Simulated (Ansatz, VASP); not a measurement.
**One calculation of H4NF, two programs**

```
H N F
1.0
     4.42895    0.00000    0.00000
    -2.21448    3.83558    0.00000
     0.00000    0.00000    7.16463
H N F
8 2 2
Direct
  0.33333 0.66667 0.22913
  0.66667 0.33333 0.72913
  0.46135 0.53865 0.42259
  0.92271 0.46135 0.92259
  0.46135 0.92271 0.42259
  0.53865 0.46135 0.92259
  0.07729 0.53865 0.42259
  0.53865 0.07729 0.92259
  0.33333 0.66667 0.37443
  0.66667 0.33333 0.87443
  0.33333 0.66667 0.99719
  0.66667 0.33333 0.49719
```

Alike in both runs: functional r2SCAN; k mesh 6 × 6 × 4; occupations fermi-dirac, width 0.02 eV; no spin polarisation.

Ansatz relaxed the structure, and its values are those at the end. VASP's run is a single point on that final structure, the one shown.

|  | VASP | Ansatz |
| --- | --- | --- |
| version | VASP 6.6.1 | Ansatz 0.2.0 |
| potentials or method | VASP PAW PBE potentials, release 64 (H, N, F), cutoff 520 eV | PAW plane waves |
| valence electrons in the cell | 32 | 32 |

```csv
,VASP,Ansatz,Ansatz less VASP
gap on the k mesh at the Fermi level (eV),6.56,6.56,-0.001
pressure (GPa),-0.2,0.0,+0.21
rms of the force components (eV/Å),0.023,0.001,-0.0223
```

VASP's potentials were made for PBE, not for r2SCAN. Ansatz's warnings: stress scf threshold loose, xc potential rough in thin density.
